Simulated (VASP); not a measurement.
A run of VASP 6.6.1 is set up as follows.

Contents of INCAR:

```
PREC = Accurate
ENCUT = 600
EDIFF = 1E-6
ISMEAR = 0
SIGMA = 0.02
LREAL = False
LASPH = True
NELM = 120
ALGO = Normal
ISIF = 2
LWAVE = False
LCHARG = False
GGA = PS
NBANDS = 11
GGA_COMPAT = False
```

Contents of KPOINTS:

```
Automatic mesh
0
Gamma
  12 12 12
```

Contents of POSCAR:

```
AlN
1.0
    0.0000000000      2.1886889933      2.1886889933
    2.1886889933      0.0000000000      2.1886889933
    2.1886889933      2.1886889933      0.0000000000
Al N
1 1
Direct
    0.0000000000      0.0000000000      0.0000000000
    0.2500000000      0.2500000000      0.2500000000
```

Potentials or basis: VASP PAW PBE potentials, release 64 (Al, N).

Run with:

```sh
$ cat potpaw_PBE.64/Al/POTCAR potpaw_PBE.64/N/POTCAR > POTCAR
$ mpirun -np 1 vasp_std > vasp.out
```

**Question.** What does it give for the band gap on the k mesh?

**Answer.** 3.18 eV (least direct gap 4.08 eV).

**Question.** What does it give for the pressure?

**Answer.** -0.1 GPa.

Caveat: the PAW data sets were made with another functional, which shifts forces and pressure a little. A k mesh can miss the band edges.
